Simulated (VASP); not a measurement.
# SiC (R3m) in VASP: further runs

Runs on SiC. Level: PBE. Tasks: single point.

Program: VASP 6.6.1. These are calculated values, not measurements. Logs are shortened: lines on timing, memory, paths and dates and some standing lists are left out, and cuts for length are marked.

**1. The cell of the first run**

It takes space group R3m (No. 160, trigonal). The conventional cell has a = 3.042 Å, b = 3.042 Å, c = 7.861 Å, α = 90.00°, β = 90.00°, γ = 120.00°. Si (site symmetry 3m) has 4 C at 1.87 to 1.97 Å within 2.5 Å. C (site symmetry 3m) has 4 Si at 1.87 to 1.97 Å within 2.5 Å.

**2. Single point, PBE**

The input, INCAR:

```
SYSTEM = SiC
ALGO = Normal ; EDIFF = 1E-7
ENCUT = 520 ; GGA = PE
ISIF = 2 ; ISMEAR = 0
LASPH = .TRUE. ; LCHARG = .FALSE.
LREAL = .FALSE. ; LWAVE = .FALSE.
NBANDS = 11 ; NELM = 60
PREC = Accurate ; SIGMA = 0.05
```

The input, KPOINTS:

```
k-points
0
G
  12 12 12
  0 0 0
```

The input, POSCAR:

```
SiC
1.0
    0.0000000000      2.1511601163      2.1511601163
    2.1511601163      0.0000000000      2.1511601163
    2.2298925765      2.2298925765     -0.0787324603
Si C
1 1
Direct
    0.0000000000      0.0000000000      0.0000000000
    0.7500000000      0.7500000000      0.7500000000
```

Potentials or basis: VASP PAW PBE potentials, release 64 (Si, C).

Started as:

```sh
cat potpaw_PBE.64/Si/POTCAR potpaw_PBE.64/C/POTCAR > POTCAR
mpirun -np 1 vasp_std > vasp.out
```

OUTCAR:

```text
SYSTEM = SiC
   EDIFF = 1E-7
   ENCUT = 520
   GGA = PE
   ISIF = 2
   ISMEAR = 0
   LASPH = .TRUE.
   LREAL = .FALSE.
   NELM = 60
   PREC = Accurate

 ion  position               nearest neighbor table
   1  0.000  0.000  0.000-   2 1.87   2 1.87   2 1.87   2 1.97
   2  0.750  0.750  0.750-   1 1.87   1 1.87   1 1.87   1 1.97

  LATTYP: Found a trigonal (rhomboedric) cell.
 ALAT       =     3.1545270020
 COS(alpha) =     0.5349742777

  Lattice vectors:

 A1 = (   2.2298925765,   0.0787324602,  -2.2298925766)
 A2 = (   0.0787324602,   2.2298925765,  -2.2298925766)
 A3 = (   2.2298925765,   2.2298925765,  -0.0787324603)

Analysis of symmetry for initial positions (statically):
=====================================================================
 Subroutine PRICEL returns:
 Original cell was already a primitive cell.

 Routine SETGRP: Setting up the symmetry group for a
 trigonal (rhombohedral) supercell.

 Subroutine GETGRP returns: Found  6 space group operations
 (whereof  6 operations were pure point group operations)
 out of a pool of 12 trial point group operations.

The static configuration has the point symmetry C_3v.

Analysis of symmetry for dynamics (positions and initial velocities):
=====================================================================
 Subroutine PRICEL returns:
 Original cell was already a primitive cell.

 Routine SETGRP: Setting up the symmetry group for a
 trigonal (rhombohedral) supercell.

 Subroutine GETGRP returns: Found  6 space group operations
 (whereof  6 operations were pure point group operations)
 out of a pool of 12 trial point group operations.

The dynamic configuration has the point symmetry C_3v.

 Subroutine INISYM returns: Found  6 space group operations
 (whereof  6 operations are pure point group operations),
 and found     1 'primitive' translations

----------------------------------------------------------------------------------------

                                     Primitive cell

  volume of cell :      21.0019

  direct lattice vectors                    reciprocal lattice vectors
     0.000000000  2.151160116  2.151160116    -0.228400568  0.236464875  0.228400568
     2.151160116  0.000000000  2.151160116     0.236464875 -0.228400568  0.228400568
     2.229892577  2.229892577 -0.078732460     0.220336261  0.220336261 -0.220336261

  length of vectors
     3.042199811  3.042199811  3.154527002     0.400311474  0.400311474  0.381633598

  position of ions in fractional coordinates (direct lattice)
     0.000000000  0.000000000  0.000000000
     0.750000000  0.750000000  0.750000000

  ion indices of the primitive-cell ions
   primitive index   ion index
                 1           1
                 2           2

----------------------------------------------------------------------------------------

 KPOINTS: k-points

Automatic generation of k-mesh.
 Grid dimensions read from file:
 generate k-points for:   12   12   12

 Generating k-lattice:

  Cartesian coordinates                     Fractional coordinates (reciprocal lattice)
    -0.019033381  0.019705406  0.019033381     0.083333333  0.000000000  0.000000000
     0.019705406 -0.019033381  0.019033381     0.000000000  0.083333333  0.000000000
     0.018361355  0.018361355 -0.018361355     0.000000000  0.000000000  0.083333333

  Length of vectors
     0.033359289  0.033359289  0.031802800

  Shift w.r.t. Gamma in fractional coordinates (k-lattice)
     0.000000000  0.000000000  0.000000000

 Subroutine IBZKPT returns following result:
 ===========================================

 Found    189 irreducible k-points:

 Following reciprocal coordinates:
            Coordinates               Weight
  0.000000  0.000000  0.000000      1.000000
  0.083333  0.000000 -0.000000      6.000000
  0.166667  0.000000 -0.000000      6.000000
  0.250000  0.000000  0.000000      6.000000
  0.333333  0.000000  0.000000      6.000000
  0.416667  0.000000  0.000000      6.000000
[... 16 lines left out ...]
  0.500000  0.166667 -0.000000     12.000000
 -0.416667  0.166667 -0.000000     12.000000
 [... further k-points ...]
   k-points           NKPTS =    189   k-points in BZ     NKDIM =    189   number of bands    NBANDS=     11
   number of dos      NEDOS =    301   number of ions     NIONS =      2
   total plane-waves  NPLWV =  13824
   dimension x,y,z NGX =    24 NGY =   24 NGZ =   24
   dimension x,y,z NGXF=    48 NGYF=   48 NGZF=   48
   ions per type =               1   1
   NGX,Y,Z   is equivalent  to a cutoff of  13.12, 13.12, 12.65 a.u.
   NGXF,Y,Z  is equivalent  to a cutoff of  26.23, 26.23, 25.30 a.u.
 SYSTEM =  SiC
   PREC   = accura    normal or accurate (medium, high low for compatibility)
   ISTART =      0    job   : 0-new  1-cont  2-samecut
   ICHARG =      2    charge: 1-file 2-atom 10-const
   ISPIN  =      1    spin polarized calculation?
   LNONCOLLINEAR =      F non collinear calculations
   LSORBIT =      F    spin-orbit coupling
   LASPH  =      T    aspherical Exc in radial PAW
   ENCUT  =  520.0 eV  38.22 Ry    6.18 a.u.   5.66  5.66  5.87*2*pi/ulx,y,z
   NELM   =     60;   NELMIN=  2; NELMDL= -5     # of ELM steps
   EDIFF  = 0.1E-06   stopping-criterion for ELM
   LREAL  =      F    real-space projection
   EDIFFG = 0.1E-05   stopping-criterion for IOM
   NSW    =      0    number of steps for IOM
   IBRION =     -1    ionic relax: 0-MD 1-quasi-New 2-CG
   NFREE  =      0    steps in history (QN), initial steepest desc. (CG)
   ISIF   =      2    stress and relaxation
   ISYM   =      2    0-nonsym 1-usesym 2-fastsym
   POTIM  = 0.5000    time-step for ionic-motion
   TEBEG  =    0.0;   TEEND  =   0.0 temperature during run
   PSTRESS=    0.0 pullay stress
   NELECT =       8.0000    total number of electrons
   NUPDOWN=      -1.0000    fix difference up-down
   EMIN   =  10.00;   EMAX   =-10.00  energy-range for DOS
   EFERMI =   0.00;   METHOD = LEGACY
   ISMEAR =     0;   SIGMA  =   0.05  broadening in eV -4-tet -1-fermi 0-gaus
   EFERMI_NEDOS =   21; number of points for ismear=-14 and -15
   IALGO  =     38    algorithm
   IMIX   =      4    mixing-type and parameters
     AMIX     =   0.40;   BMIX     =  1.00
     AMIX_MAG =   1.60;   BMIX_MAG =  1.00
  volume/ion in A,a.u.               =      10.50        70.86
  Fermi-wavevector in a.u.,A,eV,Ry     =   1.186729  2.242593 19.161444  1.408326
  Thomas-Fermi vector in A             =   2.322896
   LORBIT       =      0    0 simple, 1 ext, 2 COOP (PROOUT), +10 PAW based schemes
   GGA     = PE    functional components
   LHFCALC =     F    Hartree Fock is set to
   AEXX    =    0.0000 exact exchange contribution
   IVDW    =     0    specifies the selected vdW correction
   LEPSILON=     F    determine dielectric tensor
   LRPA    =     F    only Hartree local field effects (RPA)
 non-spin polarized calculation
 Gauss-broadening in eV      SIGMA  =   0.05
  energy-cutoff  :      520.00
  volume of cell :       21.00
 maximum number of plane-waves:       586
   NGX = 11   NGY = 11   NGZ = 11

 number of electron       8.0000000 magnetization

 Free energy of the ion-electron system (eV)
  ---------------------------------------------------
  ext. energy  EPLUGINS =         0.00000000
  ---------------------------------------------------
  free energy    TOTEN  =       -14.99679162 eV

  energy without entropy =      -14.99679162  energy(sigma->0) =      -14.99679162

 E-fermi :   8.2562     XC(G=0): -11.2905

 val. band max:        8.0496676053   @ k =   0.0000   0.0000   0.0000
 cond. band min:       9.2651516192   @ k =   0.5000   0.5000   0.0000
 fundamental gap:      1.2154840138
 Fermi energy:         8.2562288674

 k-point     1 :       0.0000    0.0000    0.0000
  band No.  band energies     occupation
      1      -7.3551      2.00000
      2       7.7096      2.00000
      3       8.0497      2.00000
      4       8.0497      2.00000
      5      13.1920      0.00000
      6      15.2011      0.00000
      7      15.5626      0.00000
      8      15.5626      0.00000
      9      22.3893      0.00000
     10      22.3893      0.00000
     11      24.1575      0.00000

 k-point     2 :       0.0833    0.0000   -0.0000
  band No.  band energies     occupation
      1      -7.2171      2.00000
      2       7.2872      2.00000
      3       7.6804      2.00000
      4       7.9400      2.00000
      5      13.3749      0.00000
      6      15.3398      0.00000
      7      15.7433      0.00000
      8      15.7497      0.00000
      9      21.4633      0.00000
     10      21.7149      0.00000
     11      24.2169      0.00000

 k-point     3 :       0.1667    0.0000   -0.0000
  band No.  band energies     occupation
      1      -6.8070      2.00000
      2       5.7054      2.00000
      3       7.4290      2.00000
      4       7.6691      2.00000
      5      13.5475      0.00000
      6      15.3160      0.00000
      7      16.0739      0.00000
      8      16.6092      0.00000
      9      20.4870      0.00000
     10      21.0396      0.00000
     11      23.4921      0.00000

 k-point     4 :       0.2500    0.0000    0.0000
  band No.  band energies     occupation
      1      -6.1392      2.00000
      2       3.8021      2.00000
      3       7.1679      2.00000
      4       7.3504      2.00000
      5      13.4063      0.00000
      6      15.3147      0.00000
      7      16.1017      0.00000
      8      17.3821      0.00000
      9      20.4710      0.00000
     10      21.3444      0.00000
     11      22.9829      0.00000
[... 239 lines left out ...]
 k-point    22 :       0.4167    0.1667    0.0000
  band No.  band energies     occupation
      1      -4.5185      2.00000
      2       1.6852      2.00000
      3       5.5656      2.00000
      4       5.9378      2.00000
      5      12.4376      0.00000
      6      15.6715      0.00000
      7      16.9873      0.00000
      8      17.7976      0.00000
      9      21.2008      0.00000
     10      24.7673      0.00000
     11      25.9435      0.00000

 k-point    23 :       0.5000    0.1667   -0.0000
  band No.  band energies     occupation
      1      -3.6062      2.00000
      2       0.3262      2.00000
      3       5.1215      2.00000
      4       6.0397      2.00000
      5      12.4784      0.00000
      6      15.4381      0.00000
      7      16.5867      0.00000
      8      18.8546      0.00000
      9      21.8276      0.00000
     10      24.8950      0.00000
     11      26.1387      0.00000

 k-point    24 :      -0.4167    0.1667   -0.0000
  band No.  band energies     occupation
      1      -3.3751      2.00000
      2       0.0196      2.00000
      3       4.8415      2.00000
      4       6.3055      2.00000
      5      12.7846      0.00000
      6      15.2136      0.00000
      7      16.2937      0.00000
      8      19.0579      0.00000
      9      22.5565      0.00000
     10      23.3058      0.00000
     11      26.1464      0.00000

 [... further k-points ...]
[... 5 lines left out ...]
  --------------------------------------------------------------------------------------
  -------------------------------------------------------------------------------------
  Total        0.1032359      0.1032359      0.1032359     -1.1852317      1.1852317      1.1852317
  in kB        7.8755687      7.8755687      7.8755687    -90.4178839     90.4178839     90.4178839
  external PRESSURE =       7.8755687 kB  Pullay stress =       0.0000000 kB

 VOLUME and BASIS-vectors are now :
 -----------------------------------------------------------------------------
  energy-cutoff  :      520.00
  volume of cell :       21.00
      direct lattice vectors                 reciprocal lattice vectors
     0.000000000  2.151160116  2.151160116    -0.228400568  0.236464875  0.228400568
     2.151160116  0.000000000  2.151160116     0.236464875 -0.228400568  0.228400568
     2.229892577  2.229892577 -0.078732460     0.220336261  0.220336261 -0.220336261

 POSITION                                       TOTAL-FORCE (eV/Angst)
 -----------------------------------------------------------------------------------
      0.00000      0.00000      0.00000         0.193801      0.193801     -0.193801
      3.28579      3.28579      3.16769        -0.193801     -0.193801      0.193801
 -----------------------------------------------------------------------------------
    total drift:                               -0.000004     -0.000004      0.000004

  FREE ENERGIE OF THE ION-ELECTRON SYSTEM (eV)
  ---------------------------------------------------
  free  energy   TOTEN  =       -14.9967916249 eV

  energy  without entropy=      -14.9967916249  energy(sigma->0) =      -14.99679162
```

Run time: 61 s. Hardware: 1 thread of Intel Xeon 6975P-C, shared host; peak memory 0.17 GiB.

What came out:

- Free energy: -14.9968 eV
- Pressure: 0.8 GPa
- Largest force: 0.336 eV/Å
- Band gap on the k mesh: 1.22 eV, indirect (least direct gap 4.21 eV)

Forces on the atoms (eV/Å):
```
Si   0.194  0.194 -0.194
C   -0.194 -0.194  0.194
```

**3. Single point, PBE**

This run uses another cell than the first one, of the same volume but with other edges.

The input, INCAR:

```
PREC     = Accurate       # precision mode
ENCUT    = 520            # plane-wave cutoff, eV
EDIFF    = 1E-6           # SCF threshold, eV
ISMEAR   = 0              # smearing method
SIGMA    = 0.05           # smearing width, eV
LREAL    = F              # projectors in reciprocal space
LASPH    = T              # aspherical terms in the spheres
NELM     = 80             # most SCF steps
ALGO     = Normal         # electronic algorithm
ISIF     = 2              # what is computed and relaxed
LWAVE    = F              # write WAVECAR
LCHARG   = F              # write CHGCAR
GGA      = PE             # functional
NBANDS   = 11             # bands
```

The input, KPOINTS:

```
regular mesh
0
Gamma
  12 12 12
```

The input, POSCAR:

```
SiC
1.0
    0.0000000000      2.2291556238      2.2291556238
    2.2291556238      0.0000000000      2.2291556238
    2.1518782288      2.1518782288      0.0772773950
Si C
1 1
Direct
    0.0000000000      0.0000000000      0.0000000000
    0.7500000000      0.7500000000      0.7500000000
```

Potentials or basis: VASP PAW PBE potentials, release 64 (Si, C).

Started as:

```sh
cat potpaw_PBE.64/Si/POTCAR potpaw_PBE.64/C/POTCAR > POTCAR
mpirun -np 1 vasp_std > vasp.out
```

Run time: 49 s. Hardware: 1 thread of Intel Xeon 6975P-C, shared host; peak memory 0.16 GiB.

It converged, with:

```
Free energy            : -14.9934 eV
Pressure               : 0.8 GPa
Largest force          : 0.617 eV/Å
Band gap on the k mesh : 1.16 eV, indirect (least direct gap 4.18 eV)
```

Forces on the atoms (eV/Å):
```
Si  -0.356 -0.356  0.356
C    0.356  0.356 -0.356
```

Stress tensor (GPa, compression positive):
```
 0.84  9.79 -9.79
 9.79  0.84 -9.79
-9.79 -9.79  0.84
```

Levels at points of the mesh, in eV from the valence-band top:
```csv
k point,band 1,band 2,band 3,band 4,band 5,band 6,band 7,band 8,band 9
"(0.00, 0.00, 0.00)",-15.46,-0.25,-0.25,0.00,5.50,6.65,6.65,8.30,14.29
"(0.50, 0.00, 0.00)",-12.08,-8.64,-1.12,-1.09,5.33,6.78,7.58,9.92,15.68
"(0.50, 0.50, 0.00)",-10.52,-7.90,-3.59,-3.02,1.16,4.18,13.34,13.68,14.69
"(0.00, 0.00, 0.50)",-11.53,-8.51,-1.51,-1.51,4.40,6.57,6.57,9.54,15.95
```

A k mesh can miss the band edges.

**4. Single point, PBE**

This run uses another cell than the first one, of 10.92 Å³/atom, 1.040 times its volume.

The input, INCAR:

```
PREC = Accurate ; ENCUT = 520
EDIFF = 1E-7 ; ISMEAR = 0
SIGMA = 0.05 ; LREAL = False
LASPH = True ; NELM = 80
ALGO = Normal ; ISIF = 2
LWAVE = False ; LCHARG = False
GGA = PE ; NBANDS = 11
```

KPOINTS is that of step 3.

The input, POSCAR:

```
SiC
1.0
    0.0000000000      2.2385181188      2.2385181188
    2.2385181188      0.0000000000      2.2385181188
    2.1991201999      2.1991201999      0.0393979189
Si C
1 1
Direct
    0.0000000000      0.0000000000      0.0000000000
    0.7500000000      0.7500000000      0.7500000000
```

Started as:

```sh
cat potpaw_PBE.64/Si/POTCAR potpaw_PBE.64/C/POTCAR > POTCAR
mpirun -np 1 vasp_std > vasp.out
```

It took 55 s on 1 thread of Intel Xeon 6975P-C, shared host; peak memory 0.16 GiB.

It converged, with:

| Property | Result |
| --- | --- |
| Free energy | -15.0245 eV |
| Pressure | -7.5 GPa |
| Largest force | 0.207 eV/Å |
| Band gap on the k mesh | 1.31 eV, indirect (least direct gap 4.34 eV) |

Forces in eV/Å, atoms in the order of the input:
```
Si  -0.120 -0.120  0.120
C    0.120  0.120 -0.120
```

Stress tensor (GPa, compression positive):
```
-7.54  4.32 -4.32
 4.32 -7.54 -4.32
-4.32 -4.32 -7.54
```

Levels at points of the mesh, in eV from the valence-band top:
```csv
k point,band 1,band 2,band 3,band 4,band 5,band 6,band 7,band 8
"(0.00, 0.00, 0.00)",-15.07,-0.12,-0.12,0.00,5.40,6.67,6.67,7.38
"(0.50, 0.00, 0.00)",-11.77,-8.34,-1.08,-1.06,4.98,6.81,7.20,9.71
"(0.50, 0.50, 0.00)",-10.30,-7.71,-3.29,-3.02,1.31,4.07,13.21,13.33
"(0.00, 0.00, 0.50)",-11.50,-8.29,-1.26,-1.26,4.51,6.72,6.72,9.56
```

[end of part 1 of 2]
